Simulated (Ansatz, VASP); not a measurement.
## Eu in VASP and in Ansatz

```
CELL_PARAMETERS angstrom
2.95895 0.00000 0.00000
0.00000 2.95895 0.00000
0.00000 0.00000 2.95895
ATOMIC_POSITIONS crystal
Eu 0.00000 0.00000 0.00000
```

Change from the starting cell: volume scaled by 0.78, LAPW.

Alike in both runs: task single point; functional LDA; k mesh 11 × 11 × 11; occupations fermi-dirac, width 0.05 eV; collinear spin.

|  | VASP | Ansatz |
| --- | --- | --- |
| version | VASP 6.6.1 | Ansatz 0.2.0 |
| potentials or method | VASP PAW PBE potentials, release 64 (Eu), cutoff 520 eV | all-electron LAPW, scalar-relativistic |

|  | VASP | Ansatz | Ansatz less VASP |
| --- | --- | --- | --- |
| pressure (GPa) | 7.7 | 7.9 | +0.18 |
| net moment per atom (μB) | 7.20 | 7.23 | +0.036 |
| size of the moment on the site where the two differ most (μB) | 6.74 | 7.00 | +0.257 |

VASP's potentials were made for PBE, not for LDA. LDA's correlation is that of Perdew and Zunger in VASP and of Perdew and Wang (1992) in Ansatz. Site moments also hang on the region over which each program counts them. Ansatz ran all-electron here, and VASP with PAW potentials.

Neither program's run includes spin-orbit coupling.
